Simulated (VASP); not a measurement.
Input of a VASP 6.6.1 run:

File INCAR:

```
SYSTEM = C
PREC = Accurate ; ENCUT = 1300
EDIFF = 1E-6 ; ISMEAR = 0
SIGMA = 0.05 ; LREAL = .False.
LASPH = .True. ; NELM = 120
ALGO = Normal ; ISIF = 2
LWAVE = .False. ; LCHARG = .False.
NBANDS = 26 ; GGA_COMPAT = .False.
```

Contents of KPOINTS:

```
Automatic mesh
0
Gamma
  12 12 4
  0 0 0
```

POSCAR

```
C
1.0
    2.4896249417      0.0000000000      0.0000000000
   -1.2448124708      2.1560784454      0.0000000000
    0.0000000000      0.0000000000      8.2142660865
C
8
Direct
   -0.0343425223      0.0000000000      0.0929365318
    0.0343425223      0.0000000000      0.5929365318
    0.0343425223      0.0000000000      0.4070634682
   -0.0343425223      0.0000000000      0.9070634682
    0.3048794745      0.6666666667      0.1555443640
    0.6951205255      0.3333333333      0.6555443640
    0.3617871922      0.6666666667      0.3444556360
    0.6382128078      0.3333333333      0.8444556360
```

Potentials or basis: VASP PAW LDA potentials, release 64 (C_h).

Launch:

```console
$ cat potpaw_LDA.64/C_h/POTCAR > POTCAR
$ mpirun -np 1 vasp_std > vasp.out
```

(1) Estimate the pressure.

(2) Estimate the band gap on the k mesh.

(3) Estimate the largest force.

## Answers

(1) 1.1 GPa.

(2) 4.60 eV (least direct gap 5.34 eV).

(3) 0.590 eV/Å.

Caveat: the cell differs from its parent crystal (atoms displaced along a vibrational mode).
